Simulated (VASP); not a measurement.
# Ta (P6_3/mmc) in VASP: notebook

Ta is run at these levels: PBE; tasks: single point.

Program: VASP 6.6.1. These are calculated values, not measurements. Logs are shortened: lines on timing, memory, paths and dates and some standing lists are left out, and cuts for length are marked.

## (1) The cell of the first run

The structure is hexagonal, space group P6_3/mmc (No. 194). The conventional cell has a = 2.841 Å, b = 2.841 Å, c = 5.061 Å, α = 90.00°, β = 90.00°, γ = 120.00°. Within 3.7 Å of Ta (site symmetry -6m2) lie 12 Ta at 2.84 to 3.02 Å.

## (2) Single point, PBE

Contents of INCAR:

```
PREC = Accurate
ENCUT = 520
EDIFF = 1E-6
ISMEAR = -1
SIGMA = 0.05
LREAL = F
LASPH = T
NELM = 100
ALGO = Fast
ISIF = 2
LWAVE = F
LCHARG = F
GGA = PE
NBANDS = 18
```

Contents of KPOINTS:

```
regular mesh
0
Gamma
  11 11 5
```

Contents of POSCAR:

```
Ta
1.0
    2.8411641924      0.0000000000      0.0000000000
   -1.4205820962      2.4605203670      0.0000000000
    0.0000000000      0.0000000000      5.0608102442
Ta
2
Direct
    0.3333333333      0.6666666667      0.2500000000
    0.6666666667      0.3333333333      0.7500000000
```

Potentials or basis: VASP PAW PBE potentials, release 64 (Ta_pv).

Started as:

```bash
cat potpaw_PBE.64/Ta_pv/POTCAR > POTCAR
mpirun -np 1 vasp_std > vasp.out
```

OUTCAR:

```text
PREC = Accurate
   ENCUT = 520
   EDIFF = 1E-6
   ISMEAR = -1
   LREAL = F
   LASPH = T
   NELM = 100
   ISIF = 2
   GGA = PE

 ion  position               nearest neighbor table
   1  0.333  0.667  0.250-   2 3.02   2 3.02   2 3.02   2 3.02   2 3.02   2 3.02
   2  0.667  0.333  0.750-   1 3.02   1 3.02   1 3.02   1 3.02   1 3.02   1 3.02

  LATTYP: Found a hexagonal cell.
 ALAT       =     2.8411641924
 C/A-ratio  =     1.7812452577

  Lattice vectors:

 A1 = (   2.8411641924,   0.0000000000,   0.0000000000)
 A2 = (  -1.4205820962,   2.4605203670,   0.0000000000)
 A3 = (   0.0000000000,   0.0000000000,   5.0608102442)

Analysis of symmetry for initial positions (statically):
=====================================================================
 Subroutine PRICEL returns:
 Original cell was already a primitive cell.

 Routine SETGRP: Setting up the symmetry group for a
 hexagonal supercell.

 Subroutine GETGRP returns: Found 24 space group operations
 (whereof 12 operations were pure point group operations)
 out of a pool of 24 trial point group operations.

The static configuration has the point symmetry D_3d.
 The point group associated with its full space group is D_6h.

Analysis of symmetry for dynamics (positions and initial velocities):
=====================================================================
 Subroutine PRICEL returns:
 Original cell was already a primitive cell.

 Routine SETGRP: Setting up the symmetry group for a
 hexagonal supercell.

 Subroutine GETGRP returns: Found 24 space group operations
 (whereof 12 operations were pure point group operations)
 out of a pool of 24 trial point group operations.

The dynamic configuration has the point symmetry D_3d.
 The point group associated with its full space group is D_6h.

 Subroutine INISYM returns: Found 24 space group operations
 (whereof 12 operations are pure point group operations),
 and found     1 'primitive' translations

----------------------------------------------------------------------------------------

                                     Primitive cell

  volume of cell :      35.3788

  direct lattice vectors                    reciprocal lattice vectors
     2.841164192  0.000000000  0.000000000     0.351968395  0.203209047  0.000000000
    -1.420582096  2.460520367  0.000000000     0.000000000  0.406418095  0.000000000
     0.000000000  0.000000000  5.060810244     0.000000000  0.000000000  0.197596818

  length of vectors
     2.841164192  2.841164192  5.060810244     0.406418095  0.406418095  0.197596818

  position of ions in fractional coordinates (direct lattice)
     0.333333333  0.666666667  0.250000000
     0.666666667  0.333333333  0.750000000

  ion indices of the primitive-cell ions
   primitive index   ion index
                 1           1
                 2           2

----------------------------------------------------------------------------------------

 KPOINTS: regular mesh

Automatic generation of k-mesh.
 Grid dimensions read from file:
 generate k-points for:   11   11    5

 Generating k-lattice:

  Cartesian coordinates                     Fractional coordinates (reciprocal lattice)
     0.031997127  0.018473550  0.000000000     0.090909091  0.000000000  0.000000000
     0.000000000  0.036947100  0.000000000     0.000000000  0.090909091  0.000000000
     0.000000000  0.000000000  0.039519364     0.000000000  0.000000000  0.200000000

  Length of vectors
     0.036947100  0.036947100  0.039519364

  Shift w.r.t. Gamma in fractional coordinates (k-lattice)
     0.000000000  0.000000000  0.000000000

 Subroutine IBZKPT returns following result:
 ===========================================

 Found     48 irreducible k-points:

 Following reciprocal coordinates:
            Coordinates               Weight
  0.000000  0.000000  0.000000      1.000000
  0.090909  0.000000  0.000000      6.000000
  0.181818 -0.000000  0.000000      6.000000
  0.272727 -0.000000  0.000000      6.000000
  0.363636 -0.000000  0.000000      6.000000
  0.454545  0.000000  0.000000      6.000000
[... 16 lines left out ...]
  0.090909  0.090909  0.200000     12.000000
  0.181818  0.090909  0.200000     24.000000
 [... further k-points ...]
   k-points           NKPTS =     48   k-points in BZ     NKDIM =     48   number of bands    NBANDS=     18
   number of dos      NEDOS =    301   number of ions     NIONS =      2
   total plane-waves  NPLWV =  23040
   dimension x,y,z NGX =    24 NGY =   24 NGZ =   40
   dimension x,y,z NGXF=    48 NGYF=   48 NGZF=   80
   ions per type =               2
   NGX,Y,Z   is equivalent  to a cutoff of  14.04, 14.04, 13.14 a.u.
   NGXF,Y,Z  is equivalent  to a cutoff of  28.09, 28.09, 26.28 a.u.
 SYSTEM =  unknown system
   PREC   = accura    normal or accurate (medium, high low for compatibility)
   ISTART =      0    job   : 0-new  1-cont  2-samecut
   ICHARG =      2    charge: 1-file 2-atom 10-const
   ISPIN  =      1    spin polarized calculation?
   LNONCOLLINEAR =      F non collinear calculations
   LSORBIT =      F    spin-orbit coupling
   LASPH  =      T    aspherical Exc in radial PAW
   ENCUT  =  520.0 eV  38.22 Ry    6.18 a.u.   5.28  5.28  9.41*2*pi/ulx,y,z
   NELM   =    100;   NELMIN=  2; NELMDL= -5     # of ELM steps
   EDIFF  = 0.1E-05   stopping-criterion for ELM
   LREAL  =      F    real-space projection
   EDIFFG = 0.1E-04   stopping-criterion for IOM
   NSW    =      0    number of steps for IOM
   IBRION =     -1    ionic relax: 0-MD 1-quasi-New 2-CG
   NFREE  =      0    steps in history (QN), initial steepest desc. (CG)
   ISIF   =      2    stress and relaxation
   ISYM   =      2    0-nonsym 1-usesym 2-fastsym
   POTIM  = 0.5000    time-step for ionic-motion
   TEBEG  =    0.0;   TEEND  =   0.0 temperature during run
   PSTRESS=    0.0 pullay stress
   NELECT =      22.0000    total number of electrons
   NUPDOWN=      -1.0000    fix difference up-down
   EMIN   =  10.00;   EMAX   =-10.00  energy-range for DOS
   EFERMI =   0.00;   METHOD = LEGACY
   ISMEAR =    -1;   SIGMA  =   0.05  broadening in eV -4-tet -1-fermi 0-gaus
   EFERMI_NEDOS =   21; number of points for ismear=-14 and -15
   IALGO  =     68    algorithm
   IMIX   =      4    mixing-type and parameters
     AMIX     =   0.40;   BMIX     =  1.00
     AMIX_MAG =   1.60;   BMIX_MAG =  1.00
  volume/ion in A,a.u.               =      17.69       119.37
  Fermi-wavevector in a.u.,A,eV,Ry     =   1.397337  2.640585 26.566079  1.952552
  Thomas-Fermi vector in A             =   2.520603
   LORBIT       =      0    0 simple, 1 ext, 2 COOP (PROOUT), +10 PAW based schemes
   GGA     = PE    functional components
   LHFCALC =     F    Hartree Fock is set to
   AEXX    =    0.0000 exact exchange contribution
   IVDW    =     0    specifies the selected vdW correction
   LEPSILON=     F    determine dielectric tensor
   LRPA    =     F    only Hartree local field effects (RPA)
 non-spin polarized calculation
 RMM-DIIS sequential band-by-band and
  energy-cutoff  :      520.00
  volume of cell :       35.38
 maximum number of plane-waves:       968
 NGX is ok and might be reduce to    24
   NGX = 11   NGY = 11   NGZ = 19

 number of electron      21.9999997 magnetization

 Free energy of the ion-electron system (eV)
  ---------------------------------------------------
  ext. energy  EPLUGINS =         0.00000000
  ---------------------------------------------------
  free energy    TOTEN  =       -23.01329120 eV

  energy without entropy =      -22.99712593  energy(sigma->0) =      -23.00520857

 E-fermi :   6.1022     XC(G=0): -12.6973

 val. band max:        6.0925541606   @ k =   0.1818   0.1818   0.0000
 cond. band min:       6.1242797701   @ k =   0.0000   0.0000   0.0000
 fundamental gap:      0.0317256095
 Fermi energy:         6.1021864239

 k-point     1 :       0.0000    0.0000    0.0000
  band No.  band energies     occupation
      1     -28.4666      2.00000
      2     -27.4636      2.00000
      3     -27.3387      2.00000
      4     -27.3387      2.00000
      5     -27.2391      2.00000
      6     -27.2391      2.00000
[... 10 lines left out ...]
     17      11.5790      0.00000
     18      11.5790      0.00000

 k-point     2 :       0.0909    0.0000    0.0000
  band No.  band energies     occupation
      1     -28.4345      2.00000
      2     -27.4673      2.00000
      3     -27.4427      2.00000
      4     -27.3667      2.00000
      5     -27.3454      2.00000
      6     -27.2578      2.00000
[... 10 lines left out ...]
     17      11.7206      0.00000
     18      12.2847      0.00000

 k-point     3 :       0.1818   -0.0000    0.0000
  band No.  band energies     occupation
      1     -28.3441      2.00000
      2     -27.7177      2.00000
      3     -27.6199      2.00000
      4     -27.4807      2.00000
      5     -27.4395      2.00000
      6     -27.3094      2.00000
[... 10 lines left out ...]
     17      11.9385      0.00000
     18      13.6898      0.00000

 k-point     4 :       0.2727   -0.0000    0.0000
  band No.  band energies     occupation
      1     -28.2129      2.00000
      2     -28.0685      2.00000
      3     -27.9589      2.00000
      4     -27.5313      2.00000
      5     -27.5102      2.00000
      6     -27.3783      2.00000
[... 375 lines left out ...]
      4     -27.6435      2.00000
      5     -27.6192      2.00000
      6     -27.4978      2.00000
[... 10 lines left out ...]
     17      13.0982      0.00000
     18      13.4892      0.00000

 k-point    23 :       0.0909    0.0909    0.2000
  band No.  band energies     occupation
      1     -28.2997      2.00000
      2     -27.6364      2.00000
      3     -27.5985      2.00000
      4     -27.4905      2.00000
      5     -27.3927      2.00000
      6     -27.3179      2.00000
[... 10 lines left out ...]
     17      11.5631      0.00000
     18      12.5782      0.00000

 k-point    24 :       0.1818    0.0909    0.2000
  band No.  band energies     occupation
      1     -28.2234      2.00000
      2     -27.8979      2.00000
      3     -27.8506      2.00000
      4     -27.5523      2.00000
      5     -27.4817      2.00000
      6     -27.3978      2.00000
[... 10 lines left out ...]
     17      11.4916      0.00000
     18      13.3212      0.00000

 [... further k-points ...]

------------------------ aborting loop because EDIFF is reached ----------------------------------------

  FORCE on cell =-STRESS in cart. coord.  units (eV):
  Direction    XX          YY          ZZ          XY          YZ          ZX
  --------------------------------------------------------------------------------------
  -------------------------------------------------------------------------------------
  Total        2.7311583      2.7311583      2.6437099      0.0000000      0.0000000      0.0000000
  in kB      123.6841644    123.6841644    119.7239494      0.0000000      0.0000000      0.0000000
  external PRESSURE =     122.3640927 kB  Pullay stress =       0.0000000 kB

 VOLUME and BASIS-vectors are now :
 -----------------------------------------------------------------------------
  energy-cutoff  :      520.00
  volume of cell :       35.38
      direct lattice vectors                 reciprocal lattice vectors
     2.841164192  0.000000000  0.000000000     0.351968395  0.203209047  0.000000000
    -1.420582096  2.460520367  0.000000000     0.000000000  0.406418095  0.000000000
     0.000000000  0.000000000  5.060810244     0.000000000  0.000000000  0.197596818

 POSITION                                       TOTAL-FORCE (eV/Angst)
 -----------------------------------------------------------------------------------
     -0.00000      1.64035      1.26520        -0.000000      0.000000      0.000000
      1.42058      0.82017      3.79561         0.000000      0.000000      0.000000
 -----------------------------------------------------------------------------------
    total drift:                               -0.000000      0.000000     -0.000000

  FREE ENERGIE OF THE ION-ELECTRON SYSTEM (eV)
  ---------------------------------------------------
  free  energy   TOTEN  =       -23.0132911975 eV

  energy  without entropy=      -22.9971259326  energy(sigma->0) =      -23.00520857
```

It took 22 s on 1 thread of Intel Xeon Platinum 8375C at 2.90GHz (Ice Lake), shared host; peak memory 0.17 GiB.

Results:

```yaml
Free_energy: -23.0133 eV
Pressure: 12.2 GPa
Band_gap_on_the_k_mesh: zero (band 11 reaches 7.15 eV, above the bottom of band 12 at 5.49 eV)
```

Levels at points of the mesh, in eV from the Fermi level:
```
           k point  band 8  band 9  band 10  band 11  band 12  band 13  band 14  band 15
(0.00, 0.00, 0.00)   -5.14   -0.68     0.02     0.57     0.57     1.18     1.18     3.13
```

Caveat: spin-orbit coupling is left out, which moves the levels of the heavy elements.

## (3) Single point, PBE

This run uses another cell than the first one, of 18.07 Å³/atom, 1.021 times its volume.

Contents of INCAR:

```
  PREC = Accurate
  ENCUT = 520
  EDIFF = 1E-7
  ISMEAR = -1
  SIGMA = 0.05
  LREAL = False
  LASPH = True
  NELM = 100
  ALGO = Normal
  ISIF = 2
  LWAVE = False
  LCHARG = True
  GGA = PE
  LELF = True
  LVHAR = True
  NBANDS = 18
```

KPOINTS is that of step 2.

Contents of POSCAR:

```
Ta
1.0
    2.8611730502      0.0000000000      0.0000000000
   -1.4305865251      2.4778485461      0.0000000000
    0.0000000000      0.0000000000      5.0964509272
Ta
2
Direct
    0.3333333333      0.6666666667      0.2500000000
    0.6666666667      0.3333333333      0.7500000000
```

Potentials or basis: VASP PAW PBE potentials, release 64 (Ta_pv).

Started as:

```bash
cat potpaw_PBE.64/Ta_pv/POTCAR > POTCAR
mpirun -np 1 vasp_std > vasp.out
```

It took 22 s on 1 thread of Intel Xeon Platinum 8375C at 2.90GHz (Ice Lake), shared host; peak memory 0.17 GiB.

The run converged. Its results:

| Property | Result |
| --- | --- |
| Free energy | -23.0593 eV |
| Pressure | 7.4 GPa |
| Band gap on the k mesh | zero (band 11 reaches 6.91 eV, above the bottom of band 12 at 5.33 eV) |

Stress tensor (GPa, compression positive):
```
7.32 0.00 0.00
0.00 7.32 0.00
0.00 0.00 7.49
```

Levels at points of the mesh, in eV from the Fermi level:
```
           k point  band 9  band 10  band 11  band 12  band 13  band 14
(0.00, 0.00, 0.00)   -0.64    -0.04     0.57     0.57     1.17     1.17
```

Caveat: spin-orbit coupling is left out, which moves the levels of the heavy elements.

## (4) Single point, PBE

This run uses another cell than the first one, of 18.44 Å³/atom, 1.043 times its volume.

Contents of INCAR:

```
ALGO = Normal ; EDIFF = 1E-7
ENCUT = 520 ; GGA = PE
ISIF = 2 ; ISMEAR = -1
LASPH = T ; LCHARG = F
LREAL = F ; LWAVE = F
NBANDS = 18 ; NELM = 80
PREC = Accurate ; SIGMA = 0.05
```

Contents of KPOINTS:

```
k-points
0
Gamma
  11 11 5
```

Contents of POSCAR:

```
Ta
1.0
    2.8809059017      0.0000000000      0.0000000000
   -1.4404529508      2.4949376968      0.0000000000
    0.0000000000      0.0000000000      5.1315999754
Ta
2
Direct
    0.3333333333      0.6666666667      0.2500000000
    0.6666666667      0.3333333333      0.7500000000
```

Started as:

```bash
cat potpaw_PBE.64/Ta_pv/POTCAR > POTCAR
mpirun -np 1 vasp_std > vasp.out
```

Run time: 22 s. Hardware: 1 thread of Intel Xeon Platinum 8375C at 2.90GHz (Ice Lake), shared host; peak memory 0.17 GiB.

It converged, with:

- Free energy: -23.0838 eV
- Pressure: 3.0 GPa
- Band gap on the k mesh: zero (band 11 reaches 6.69 eV, above the bottom of band 12 at 5.18 eV)

Stress tensor (GPa, compression positive):
```
2.81 0.00 0.00
0.00 2.81 0.00
0.00 0.00 3.43
```

Levels at points of the mesh, in eV from the Fermi level:
```
           k point  band 9  band 10  band 11  band 12  band 13  band 14
(0.00, 0.00, 0.00)   -0.61    -0.10     0.58     0.58     1.16     1.16
```

Caveat: spin-orbit coupling is left out, which moves the levels of the heavy elements.

## (5) Single point, PBE

This run uses another cell than the first one, of 19.19 Å³/atom, 1.085 times its volume.

Contents of INCAR:

```
PREC = Accurate
ENCUT = 520
EDIFF = 1E-6
ISMEAR = -1
SIGMA = 0.05
LREAL = F
LASPH = T
NELM = 60
ALGO = Normal
ISIF = 2
LWAVE = F
LCHARG = T
GGA = PE
LELF = T
LVHAR = T
NBANDS = 18
```

Contents of KPOINTS:

```
Automatic mesh
0
Gamma
  11 11 5
```

Contents of POSCAR:

```
Ta
1.0
    2.9195803945      0.0000000000      0.0000000000
   -1.4597901972      2.5284307900      0.0000000000
    0.0000000000      0.0000000000      5.2004887322
Ta
2
Direct
    0.3333333333      0.6666666667      0.2500000000
    0.6666666667      0.3333333333      0.7500000000
```

Started as:

```bash
cat potpaw_PBE.64/Ta_pv/POTCAR > POTCAR
mpirun -np 1 vasp_std > vasp.out
```

Run time: 22 s. Hardware: 1 thread of Intel Xeon Platinum 8375C at 2.90GHz (Ice Lake), shared host; peak memory 0.17 GiB.

It converged, with:

- Free energy: -23.0761 eV
- Pressure: -4.5 GPa
- Band gap on the k mesh: zero (band 11 reaches 6.27 eV, above the bottom of band 12 at 4.87 eV)

Stress tensor (GPa, compression positive):
```
-4.92  0.00  0.00
 0.00 -4.92  0.00
 0.00  0.00 -3.63
```

Levels at points of the mesh, in eV from the Fermi level:
```
           k point  band 9  band 10  band 11  band 12  band 13  band 14
(0.00, 0.00, 0.00)   -0.55    -0.20     0.59     0.59     1.13     1.13
```

Caveat: spin-orbit coupling is left out, which moves the levels of the heavy elements.

## (6) Single point, PBE

This run uses another cell than the first one, of 19.57 Å³/atom, 1.106 times its volume.

Contents of INCAR:

```
SYSTEM = Ta
  PREC = Accurate
  ENCUT = 520
  EDIFF = 1E-6
  ISMEAR = -1
  SIGMA = 0.05
  LREAL = .FALSE.
  LASPH = .TRUE.
  NELM = 60
  ALGO = Fast
  ISIF = 2
  LWAVE = .FALSE.
  LCHARG = .FALSE.
  GGA = PE
  NBANDS = 18
```

Contents of KPOINTS:

```
regular mesh
0
G
  11 11 5
  0 0 0
```

Contents of POSCAR:

```
Ta
1.0
    2.9385392399      0.0000000000      0.0000000000
   -1.4692696200      2.5448496318      0.0000000000
    0.0000000000      0.0000000000      5.2342590858
Ta
2
Direct
    0.3333333333      0.6666666667      0.2500000000
    0.6666666667      0.3333333333      0.7500000000
```

Potentials or basis: VASP PAW PBE potentials, release 64 (Ta_pv).

Started as:

```bash
cat potpaw_PBE.64/Ta_pv/POTCAR > POTCAR
mpirun -np 1 vasp_std > vasp.out
```

Run time: 22 s. Hardware: 1 thread of Intel Xeon Platinum 8375C at 2.90GHz (Ice Lake), shared host; peak memory 0.17 GiB.

It converged, with:

| Quantity | Value |
| --- | --- |
| Free energy | -23.0475 eV |
| Pressure | -7.7 GPa |
| Band gap on the k mesh | zero (band 11 reaches 6.07 eV, above the bottom of band 12 at 4.70 eV) |

Stress tensor (GPa, compression positive):
```
-8.18  0.00  0.00
 0.00 -8.18  0.00
 0.00  0.00 -6.64
```

Levels at points of the mesh, in eV from the Fermi level:
```
           k point  band 8  band 9  band 10  band 11  band 12  band 13  band 14  band 15
(0.00, 0.00, 0.00)   -4.77   -0.52    -0.24     0.59     0.59     1.12     1.12     2.84
```

Caveat: spin-orbit coupling is left out, which moves the levels of the heavy elements.

## (7) The runs side by side

```csv
cell,gap on the mesh (eV),pressure (GPa)
"a = 2.841, b = 2.841, c = 5.061 Å, angles 90.0, 90.0, 120.0°, 2 atoms",none,12.2
"a = 2.861, b = 2.861, c = 5.096 Å, angles 90.0, 90.0, 120.0°, 2 atoms",none,7.4
"a = 2.881, b = 2.881, c = 5.132 Å, angles 90.0, 90.0, 120.0°, 2 atoms",none,3.0
"a = 2.920, b = 2.920, c = 5.200 Å, angles 90.0, 90.0, 120.0°, 2 atoms",none,-4.5
"a = 2.939, b = 2.939, c = 5.234 Å, angles 90.0, 90.0, 120.0°, 2 atoms",none,-7.7
```

Alike in all rows: task single point; level PBE; potentials or basis VASP PAW PBE potentials, release 64 (Ta_pv); no spin polarisation; k mesh 11 × 11 × 5; cutoff (eV) 520; smearing fermi-dirac 0.05 eV.

Caveats: spin-orbit coupling is left out, which moves the levels of the heavy elements.

Total energies depend on the potentials used, so only differences within one code and one set of settings carry meaning.
